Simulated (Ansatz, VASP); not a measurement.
## One calculation of Sc, two programs

INCAR

```
PREC = Accurate
ENCUT = 520
EDIFF = 1E-6
ISMEAR = -1
SIGMA = 0.05
LREAL = F
LASPH = T
NELM = 80
ALGO = Normal
ISIF = 2
LWAVE = F
LCHARG = F
GGA = PS
NBANDS = 18
```

KPOINTS

```
regular mesh
0
Gamma
  9 9 5
```

POSCAR

```
Sc
1.0
    3.3738988294      0.0000000000      0.0000000000
   -1.6869494147      2.9218820960      0.0000000000
    0.0000000000      0.0000000000      5.3767242965
Sc
2
Direct
    0.6666666667      0.3333333333      0.7500000000
    0.3333333333      0.6666666667      0.2500000000
```

Contents of input.yaml:

```yaml
crystal:
  lattice:
    - [3.3738988294, 0.0, 0.0]
    - [-1.6869494147, 2.921882096, 0.0]
    - [0.0, 0.0, 5.3767242965]
  atoms:
    - { symbol: Sc, position: [0.6666666667, 0.3333333333, 0.75] }
    - { symbol: Sc, position: [0.3333333333, 0.6666666667, 0.25] }
kpoints:
  mp_grid: { grid: [9, 9, 5] }
scf:
  occupations: { method: fermi_dirac, width: 0.05 }
hamiltonian:
  xc: pbesol
  pseudopotentials: { kind: all_electron, lapw: { basis_error: 0.0005 } }
output:
  forces: true
  stress: true
  eigenvalues: true
```

Change from the starting cell: volume scaled by 1.06.

Alike in both runs: task single point; functional PBEsol; k mesh 9 × 9 × 5; occupations fermi-dirac, width 0.05 eV; no spin polarisation.

|  | VASP | Ansatz |
| --- | --- | --- |
| version | VASP 6.6.1 | Ansatz 0.2.0 |
| potentials or method | VASP PAW PBE potentials, release 64 (Sc_sv), cutoff 520 eV | all-electron LAPW, scalar-relativistic |

|  | VASP | Ansatz | Ansatz less VASP |
| --- | --- | --- | --- |
| gap on the k mesh at the Fermi level (eV) | none | none | - |
| pressure (GPa) | -5.3 | -5.3 | +0.01 |
| traceless stress, the component that is largest in VASP (GPa) | -0.89 | -0.89 | 0.000 |

VASP's potentials were made for PBE, not for PBEsol. A gap of «none» marks a metal or a gap that the smearing closes. Ansatz ran all-electron here, and VASP with PAW potentials.
